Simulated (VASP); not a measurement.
Li2NbO6:

```
Li Nb O
1.0
     5.88357    0.00000    0.00000
    -2.94178    5.09532    0.00000
     0.00000    0.00000    4.94220
Li Nb O
2 1 6
Direct
  0.33333 0.66667 0.75000
  0.66667 0.33333 0.25000
  0.00000 0.00000 0.00000
  0.83333 0.66667 0.75000
  0.33333 0.16667 0.75000
  0.83333 0.16667 0.75000
  0.16667 0.33333 0.25000
  0.66667 0.83333 0.25000
  0.16667 0.83333 0.25000
```

| Item | Value |
| --- | --- |
| Program | VASP 6.6.1 |
| Task | relaxation of cell and atoms |
| Functional | PBE |
| Potentials or basis | VASP PAW PBE potentials, release 64 (Li_sv, Nb_sv, O) |
| Cutoff | 600 eV |
| k mesh | 3 × 3 × 4 |
| Occupations | gaussian, width 0.1 eV |
| Spin | collinear spin |
| Starting moments | [0.0, 0.0, -0.11, 0.83, 0.83, 0.83, 0.83, 0.83, 0.83] μB |

At the start: pressure -14.0 GPa; volume 16.46 Å³/atom.

Q: How do energy, volume and symmetry change on relaxing?

A: Over 45 steps the energy falls by 365.5 meV/atom and the volume is 13.50 Å³/atom (-18.0 %); space group P-3m1 (No. 164, to 0.1 Å) before and after; moment 5.00 μB per cell.

The path:
| step | energy change (eV) | largest force (eV/Å) | pressure (GPa) | volume (Å³) |
| --- | --- | --- | --- | --- |
| 1 | 0.0000 | 1.9037 | -13.96 | 148.16 |
| 3 | -1.3094 | 0.6674 | -2.24 | 129.75 |
| 5 | -1.4998 | 0.6554 | -1.92 | 124.82 |
| 7 | -1.7804 | 0.4950 | 9.75 | 87.97 |
| 9 | -2.1288 | 0.4948 | 3.21 | 98.69 |
| 11 | -2.1721 | 0.5243 | -0.53 | 99.53 |
| 13 | -2.7360 | 0.5321 | 2.18 | 99.92 |
| 15 | -2.7919 | 0.4613 | 4.75 | 99.87 |
| 17 | -2.8210 | 0.3251 | 6.29 | 99.79 |
| 19 | -2.8987 | 0.5172 | 2.11 | 103.45 |
| 21 | -2.9285 | 0.4306 | 1.81 | 104.01 |
| 23 | -3.0414 | 0.4491 | -2.53 | 112.02 |
| 25 | -3.0863 | 0.4690 | 0.41 | 111.99 |
| 27 | -3.1902 | 0.3196 | 0.56 | 113.05 |
| 29 | -3.2496 | 0.0682 | 1.05 | 114.38 |
| 31 | -3.2587 | 0.2033 | -0.56 | 116.85 |
| 33 | -3.2679 | 0.1211 | -0.17 | 118.44 |
| 35 | -3.2697 | 0.1141 | -0.09 | 118.55 |
| 37 | -3.2811 | 0.0760 | 0.49 | 119.04 |
| 39 | -3.2841 | 0.0956 | 1.08 | 119.86 |
| 41 | -3.2848 | 0.1451 | -0.20 | 121.60 |
| 43 | -3.2869 | 0.0555 | 0.34 | 120.86 |
| 45 | -3.2891 | 0.0278 | 0.00 | 121.47 |

Final structure:
```
Li Nb O
1.0
     5.95037    0.00000    0.00000
    -2.97518    5.15317    0.00000
     0.00000    0.00000    3.96137
Li Nb O
2 1 6
Direct
  0.33333 0.66667 0.44650
  0.66667 0.33333 0.55350
  0.00000 0.00000 0.00000
  0.83932 0.67864 0.71995
  0.32136 0.16068 0.71995
  0.83932 0.16068 0.71995
  0.16068 0.32136 0.28005
  0.67864 0.83932 0.28005
  0.16068 0.83932 0.28005
```

Caveat: the k points lie up to 0.41 Å⁻¹ apart in the final cell; the cutoff is under 1.25 times the usual one of these potentials, so pressure, stress and relaxed cells hold a basis-set (Pulay) error; the volume moved by over 15 % at a fixed basis, so the end points are rough.
